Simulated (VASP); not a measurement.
# AlN in VASP: further runs

Runs on AlN. Level: PBE. Tasks: single point.

Everything below comes from runs of VASP 6.6.1. Logs are shortened: lines on timing, memory, paths and dates and some standing lists are left out, and cuts for length are marked.

### 1 The cell of the first run

The cell holds a slab with vacuum, 4 atoms: a = 3.130 Å, b = 5.018 Å, c = 16.904 Å, α = 90.00°, β = 90.00°, γ = 90.00°.

### 2 Single point, PBE

INCAR

```
  ALGO = Normal
  DIPOL = 0.5 0.5 0.500
  EDIFF = 1E-6
  ENCUT = 520
  GGA = PE
  IDIPOL = 3
  ISIF = 2
  ISMEAR = -1
  LASPH = True
  LCHARG = False
  LDIPOL = True
  LREAL = False
  LWAVE = False
  NBANDS = 16
  NELM = 80
  PREC = Accurate
  SIGMA = 0.02
```

KPOINTS

```
k-points
0
Gamma
  10 6 1
```

POSCAR

```
AlN
1.0
    3.1301578475      0.0000000000      0.0000000000
    0.0000000000      5.0181095988      0.0000000000
    0.0000000000      0.0000000000     16.9036000000
Al N
2 2
Direct
    0.7500000000      0.0592403060      0.4732720032
    0.2500000000      0.5592403060      0.5267279968
    0.7500000000      0.4407596940      0.4732720032
    0.2500000000      0.9407596940      0.5267279968
```

Potentials or basis: VASP PAW PBE potentials, release 64 (Al, N).

Started as:

```bash
$ cat potpaw_PBE.64/Al/POTCAR potpaw_PBE.64/N/POTCAR > POTCAR
$ mpirun -np 1 vasp_std > vasp.out
```

OUTCAR:

```text
EDIFF = 1E-6
   ENCUT = 520
   GGA = PE
   ISIF = 2
   ISMEAR = -1
   LASPH = True
   LREAL = False
   NELM = 80
   PREC = Accurate

 ion  position               nearest neighbor table
   1  0.750  0.059  0.473-   4 1.90   4 1.90   3 1.91   2 3.09   2 3.09   2 3.09   2 3.09
   2  0.250  0.559  0.527-   3 1.90   3 1.90   4 1.91   1 3.09   1 3.09   1 3.09   1 3.09
   3  0.750  0.441  0.473-   2 1.90   2 1.90   1 1.91
   4  0.250  0.941  0.527-   1 1.90   1 1.90   2 1.91

  LATTYP: Found a simple orthorhombic cell.
 ALAT       =     3.1301578475
 B/A-ratio  =     1.6031490561
 C/A-ratio  =     5.4002388453

  Lattice vectors:

 A1 = (   3.1301578475,   0.0000000000,   0.0000000000)
 A2 = (   0.0000000000,   5.0181095988,   0.0000000000)
 A3 = (   0.0000000000,   0.0000000000,  16.9036000000)

Analysis of symmetry for initial positions (statically):
=====================================================================
 Subroutine PRICEL returns:
 Original cell was already a primitive cell.

 Routine SETGRP: Setting up the symmetry group for a
 simple orthorhombic supercell.

 Subroutine GETGRP returns: Found  4 space group operations
 (whereof  1 operations were pure point group operations)
 out of a pool of  8 trial point group operations.

The static configuration has the point symmetry C_1 .
 The point group associated with its full space group is C_2v.

Analysis of symmetry for dynamics (positions and initial velocities):
=====================================================================
 Subroutine PRICEL returns:
 Original cell was already a primitive cell.

 Routine SETGRP: Setting up the symmetry group for a
 simple orthorhombic supercell.

 Subroutine GETGRP returns: Found  4 space group operations
 (whereof  1 operations were pure point group operations)
 out of a pool of  8 trial point group operations.

The dynamic configuration has the point symmetry C_1 .
 The point group associated with its full space group is C_2v.

 Subroutine INISYM returns: Found  4 space group operations
 (whereof  1 operations are pure point group operations),
 and found     1 'primitive' translations

----------------------------------------------------------------------------------------

                                     Primitive cell

  volume of cell :     265.5129

  direct lattice vectors                    reciprocal lattice vectors
     3.130157848  0.000000000  0.000000000     0.319472707  0.000000000  0.000000000
     0.000000000  5.018109599  0.000000000     0.000000000  0.199278230  0.000000000
     0.000000000  0.000000000 16.903600000     0.000000000  0.000000000  0.059158996

  length of vectors
     3.130157848  5.018109599 16.903600000     0.319472707  0.199278230  0.059158996

  position of ions in fractional coordinates (direct lattice)
     0.750000000  0.059240306  0.473272003
     0.250000000  0.559240306  0.526727997
     0.750000000  0.440759694  0.473272003
     0.250000000  0.940759694  0.526727997

  ion indices of the primitive-cell ions
   primitive index   ion index
                 1           1
                 2           2
                 3           3
                 4           4

----------------------------------------------------------------------------------------

 KPOINTS: k-points

Automatic generation of k-mesh.
 Grid dimensions read from file:
 generate k-points for:   10    6    1

 Generating k-lattice:

  Cartesian coordinates                     Fractional coordinates (reciprocal lattice)
     0.031947271  0.000000000  0.000000000     0.100000000  0.000000000  0.000000000
     0.000000000  0.033213038  0.000000000     0.000000000  0.166666667  0.000000000
     0.000000000  0.000000000  0.059158996     0.000000000  0.000000000  1.000000000

  Length of vectors
     0.031947271  0.033213038  0.059158996

  Shift w.r.t. Gamma in fractional coordinates (k-lattice)
     0.000000000  0.000000000  0.000000000

 Subroutine IBZKPT returns following result:
 ===========================================

 Found     24 irreducible k-points:

 Following reciprocal coordinates:
            Coordinates               Weight
  0.000000  0.000000  0.000000      1.000000
  0.100000  0.000000  0.000000      2.000000
  0.200000  0.000000  0.000000      2.000000
  0.300000  0.000000  0.000000      2.000000
  0.400000  0.000000  0.000000      2.000000
  0.500000  0.000000  0.000000      1.000000
[... 16 lines left out ...]
  0.400000  0.500000  0.000000      2.000000
  0.500000  0.500000  0.000000      1.000000
   k-points           NKPTS =     24   k-points in BZ     NKDIM =     24   number of bands    NBANDS=     16
   number of dos      NEDOS =    301   number of ions     NIONS =      4
   total plane-waves  NPLWV = 120960
   dimension x,y,z NGX =    24 NGY =   40 NGZ =  126
   dimension x,y,z NGXF=    48 NGYF=   80 NGZF=  252
   ions per type =               2   2
   NGX,Y,Z   is equivalent  to a cutoff of  12.75, 13.25, 12.39 a.u.
   NGXF,Y,Z  is equivalent  to a cutoff of  25.49, 26.50, 24.78 a.u.
 SYSTEM =  unknown system
   PREC   = accura    normal or accurate (medium, high low for compatibility)
   ISTART =      0    job   : 0-new  1-cont  2-samecut
   ICHARG =      2    charge: 1-file 2-atom 10-const
   ISPIN  =      1    spin polarized calculation?
   LNONCOLLINEAR =      F non collinear calculations
   LSORBIT =      F    spin-orbit coupling
   LASPH  =      T    aspherical Exc in radial PAW
   ENCUT  =  520.0 eV  38.22 Ry    6.18 a.u.   5.82  9.33 31.43*2*pi/ulx,y,z
   NELM   =     80;   NELMIN=  2; NELMDL= -5     # of ELM steps
   EDIFF  = 0.1E-05   stopping-criterion for ELM
   LREAL  =      F    real-space projection
   EDIFFG = 0.1E-04   stopping-criterion for IOM
   NSW    =      0    number of steps for IOM
   IBRION =     -1    ionic relax: 0-MD 1-quasi-New 2-CG
   NFREE  =      0    steps in history (QN), initial steepest desc. (CG)
   ISIF   =      2    stress and relaxation
   ISYM   =      2    0-nonsym 1-usesym 2-fastsym
   POTIM  = 0.5000    time-step for ionic-motion
   TEBEG  =    0.0;   TEEND  =   0.0 temperature during run
   PSTRESS=    0.0 pullay stress
   NELECT =      16.0000    total number of electrons
   NUPDOWN=      -1.0000    fix difference up-down
   EMIN   =  10.00;   EMAX   =-10.00  energy-range for DOS
   EFERMI =   0.00;   METHOD = LEGACY
   ISMEAR =    -1;   SIGMA  =   0.02  broadening in eV -4-tet -1-fermi 0-gaus
   EFERMI_NEDOS =   21; number of points for ismear=-14 and -15
   IALGO  =     38    algorithm
   IMIX   =      4    mixing-type and parameters
     AMIX     =   0.40;   BMIX     =  1.00
     AMIX_MAG =   1.60;   BMIX_MAG =  1.00
  volume/ion in A,a.u.               =      66.38       447.94
  Fermi-wavevector in a.u.,A,eV,Ry     =   0.641829  1.212882  5.604852  0.411945
  Thomas-Fermi vector in A             =   1.708298
   LORBIT       =      0    0 simple, 1 ext, 2 COOP (PROOUT), +10 PAW based schemes
   GGA     = PE    functional components
   LHFCALC =     F    Hartree Fock is set to
   AEXX    =    0.0000 exact exchange contribution
   IVDW    =     0    specifies the selected vdW correction
   LEPSILON=     F    determine dielectric tensor
   LRPA    =     F    only Hartree local field effects (RPA)
 non-spin polarized calculation
  energy-cutoff  :      520.00
  volume of cell :      265.51
 maximum number of plane-waves:      7188
 NGX is ok and might be reduce to    24
   NGX = 11   NGY = 19   NGZ = 63

 dipolmoment           0.000000      0.000000      0.000000 electrons x Angstroem

 number of electron      15.9999998 magnetization

 dipolmoment           0.000000      0.000000     -0.000000 electrons x Angstroem

 Free energy of the ion-electron system (eV)
  ---------------------------------------------------
  ext. energy  EPLUGINS =         0.00000000
  ---------------------------------------------------
  free energy    TOTEN  =       -25.45953923 eV

  energy without entropy =      -25.45953923  energy(sigma->0) =      -25.45953923

 E-fermi :  -2.5611     XC(G=0):  -2.7140

 val. band max:       -2.9893622323   @ k =   0.1000   0.1667   0.0000
 cond. band min:      -1.9007556562   @ k =   0.0000   0.0000   0.0000
 fundamental gap:      1.0886065761
 Fermi energy:        -2.5611398112

 k-point     1 :       0.0000    0.0000    0.0000
  band No.  band energies     occupation
      1     -16.7091      2.00000
      2     -15.0741      2.00000
      3      -7.6326      2.00000
      4      -5.8192      2.00000
      5      -4.2826      2.00000
      6      -4.1312      2.00000
[... 8 lines left out ...]
     15       3.5390      0.00000
     16       4.7320      0.00000

 k-point     2 :       0.1000    0.0000    0.0000
  band No.  band energies     occupation
      1     -16.6271      2.00000
      2     -15.0478      2.00000
      3      -7.5243      2.00000
      4      -5.7094      2.00000
      5      -4.5253      2.00000
      6      -4.3253      2.00000
[... 8 lines left out ...]
     15       3.7999      0.00000
     16       4.9632      0.00000

 k-point     3 :       0.2000    0.0000    0.0000
  band No.  band energies     occupation
      1     -16.3922      2.00000
      2     -14.9888      2.00000
      3      -7.2070      2.00000
      4      -5.3988      2.00000
      5      -5.3757      2.00000
      6      -4.7688      2.00000
[... 8 lines left out ...]
     15       4.3767      0.00000
     16       5.3711      0.00000

 k-point     4 :       0.3000    0.0000    0.0000
  band No.  band energies     occupation
      1     -16.0395      2.00000
      2     -14.9566      2.00000
      3      -6.7064      2.00000
      4      -6.2288      2.00000
      5      -5.6392      2.00000
      6      -4.8869      2.00000
[... 8 lines left out ...]
     15       4.5896      0.00000
     16       5.0891      0.00000

 k-point     5 :       0.4000    0.0000    0.0000
  band No.  band energies     occupation
      1     -15.6339      2.00000
      2     -15.0324      2.00000
      3      -6.7487      2.00000
      4      -6.3912      2.00000
      5      -6.0699      2.00000
      6      -4.7473      2.00000
[... 8 lines left out ...]
     15       4.7729      0.00000
     16       5.6644      0.00000

 k-point     6 :       0.5000    0.0000    0.0000
  band No.  band energies     occupation
      1     -15.2679      2.00000
      2     -15.2679      2.00000
      3      -6.8009      2.00000
      4      -6.8009      2.00000
      5      -5.3783      2.00000
      6      -5.3783      2.00000
[... 8 lines left out ...]
     15       5.5025      0.00000
     16       5.5025      0.00000
[... 267 lines left out ...]
 k-point    21 :       0.2000    0.5000    0.0000
  band No.  band energies     occupation
      1     -15.7528      2.00000
      2     -15.7528      2.00000
      3      -6.5671      2.00000
      4      -6.5671      2.00000
      5      -4.7366      2.00000
      6      -4.7366      2.00000
[... 8 lines left out ...]
     15       4.2633      0.00000
     16       4.2633      0.00000

 k-point    22 :       0.3000    0.5000    0.0000
  band No.  band energies     occupation
      1     -15.5180      2.00000
      2     -15.5180      2.00000
      3      -6.9901      2.00000
      4      -6.9901      2.00000
      5      -4.8084      2.00000
      6      -4.8084      2.00000
[... 8 lines left out ...]
     15       4.5403      0.00000
     16       4.5403      0.00000

 k-point    23 :       0.4000    0.5000    0.0000
  band No.  band energies     occupation
      1     -15.3076      2.00000
      2     -15.3076      2.00000
      3      -7.4914      2.00000
      4      -7.4914      2.00000
      5      -4.5661      2.00000
      6      -4.5661      2.00000
[... 8 lines left out ...]
     15       5.3682      0.00000
     16       5.3682      0.00000

 k-point    24 :       0.5000    0.5000    0.0000
  band No.  band energies     occupation
      1     -15.2213      2.00000
      2     -15.2213      2.00000
      3      -7.6996      2.00000
      4      -7.6996      2.00000
      5      -4.4101      2.00000
      6      -4.4101      2.00000
[... 8 lines left out ...]
     15       5.9376      0.00000
     16       5.9376      0.00000

------------------------ aborting loop because EDIFF is reached ----------------------------------------

 vacuum level on the upper side and lower side of the slab       (xc-potential included)        -0.117        -0.117

  FORCE on cell =-STRESS in cart. coord.  units (eV):
  Direction    XX          YY          ZZ          XY          YZ          ZX
  --------------------------------------------------------------------------------------
  -------------------------------------------------------------------------------------
  Total       -2.0693056     -4.2579262     -4.5339178      0.0000000      0.0000000      0.0000000
  in kB      -12.4867562    -25.6934913    -27.3589004      0.0000000      0.0000000      0.0000000
  external PRESSURE =     -21.8463826 kB  Pullay stress =       0.0000000 kB

 VOLUME and BASIS-vectors are now :
 -----------------------------------------------------------------------------
  energy-cutoff  :      520.00
  volume of cell :      265.51
      direct lattice vectors                 reciprocal lattice vectors
     3.130157848  0.000000000  0.000000000     0.319472707  0.000000000  0.000000000
     0.000000000  5.018109599  0.000000000     0.000000000  0.199278230  0.000000000
     0.000000000  0.000000000 16.903600000     0.000000000  0.000000000  0.059158996

 POSITION                                       TOTAL-FORCE (eV/Angst)
 -----------------------------------------------------------------------------------
      2.34762      0.29727      8.00000        -0.000000      0.593814      3.336035
      0.78254      2.80633      8.90360        -0.000000      0.593814     -3.336035
      2.34762      2.21178      8.00000         0.000000     -0.593814      1.656753
      0.78254      4.72084      8.90360         0.000000     -0.593814     -1.656753
 -----------------------------------------------------------------------------------
    total drift:                                0.000000     -0.000418     -0.000001

  FREE ENERGIE OF THE ION-ELECTRON SYSTEM (eV)
  ---------------------------------------------------
  free  energy   TOTEN  =       -25.4595392330 eV

  energy  without entropy=      -25.4595392330  energy(sigma->0) =      -25.45953923

 vacuum level on the upper side and lower side of the slab         1.686         1.686
```

It took 86 s on 1 thread of Intel Xeon 6975P-C (Granite Rapids), shared host; peak memory 0.36 GiB.

Results:

| Property | Result |
| --- | --- |
| Free energy | -25.4595 eV |
| Largest force | 3.388 eV/Å |
| Band gap on the k mesh | 1.09 eV (least direct gap 1.15 eV) |

Forces on the atoms (eV/Å):
```
Al   0.000  0.594  3.336
Al   0.000  0.594 -3.336
N    0.000 -0.594  1.657
N    0.000 -0.594 -1.657
```

### 3 Single point, PBE

INCAR

```
SYSTEM = AlN
PREC = Accurate ; ENCUT = 520
EDIFF = 1E-7 ; ISMEAR = -1
SIGMA = 0.02 ; LREAL = .False.
LASPH = .True. ; NELM = 100
ALGO = Normal ; ISIF = 2
LWAVE = .False. ; LCHARG = .False.
LDIPOL = .True. ; IDIPOL = 3
DIPOL = 0.5 0.5 0.500 ; GGA = PE
NBANDS = 16
```

KPOINTS

```
Automatic mesh
0
Gamma
  10 6 1
  0 0 0
```

POSCAR

```
AlN
1.0
    3.1301578475      0.0000000000      0.0000000000
    0.0000000000      5.0181095988      0.0000000000
    0.0000000000      0.0000000000     16.9036000000
Al N
2 2
Direct
    0.7500000000      0.0803637950      0.5075100240
    0.2500000000      0.5803582810      0.4924917831
    0.7500000000      0.4196219588      0.4784425846
    0.2500000000      0.9196559652      0.5215556082
```

Potentials or basis: VASP PAW PBE potentials, release 64 (Al, N).

Started as:

```bash
$ cat potpaw_PBE.64/Al/POTCAR potpaw_PBE.64/N/POTCAR > POTCAR
$ mpirun -np 1 vasp_std > vasp.out
```

Wall time 89 s (1 thread of Intel Xeon 6975P-C (Granite Rapids), shared host); peak memory 0.37 GiB.

Results (log left out):

| Quantity | Value |
| --- | --- |
| Free energy | -27.4088 eV |
| Largest force | 0.007 eV/Å |
| Band gap on the k mesh | 3.08 eV (least direct gap 3.24 eV) |

Forces on the atoms (eV/Å):
```
Al   0.000 -0.003  0.002
Al   0.000 -0.002 -0.002
N    0.000  0.006  0.005
N    0.000 -0.001 -0.005
```

Levels at points of the mesh, in eV from the valence-band top:
| k point | band 5 | band 6 | band 7 | band 8 | band 9 | band 10 | band 11 | band 12 |
| --- | --- | --- | --- | --- | --- | --- | --- | --- |
| (0.00, 0.00, 0.00) | -1.61 | -0.72 | -0.71 | -0.17 | 3.08 | 5.22 | 5.70 | 6.04 |
| (0.50, 0.00, 0.00) | -2.28 | -2.28 | -0.32 | -0.32 | 5.70 | 5.70 | 7.00 | 7.00 |
| (0.00, 0.50, 0.00) | -1.19 | -1.19 | -1.01 | -1.01 | 4.73 | 4.73 | 6.31 | 6.31 |
| (0.50, 0.50, 0.00) | -1.15 | -1.15 | -0.31 | -0.31 | 5.57 | 5.57 | 6.88 | 6.89 |
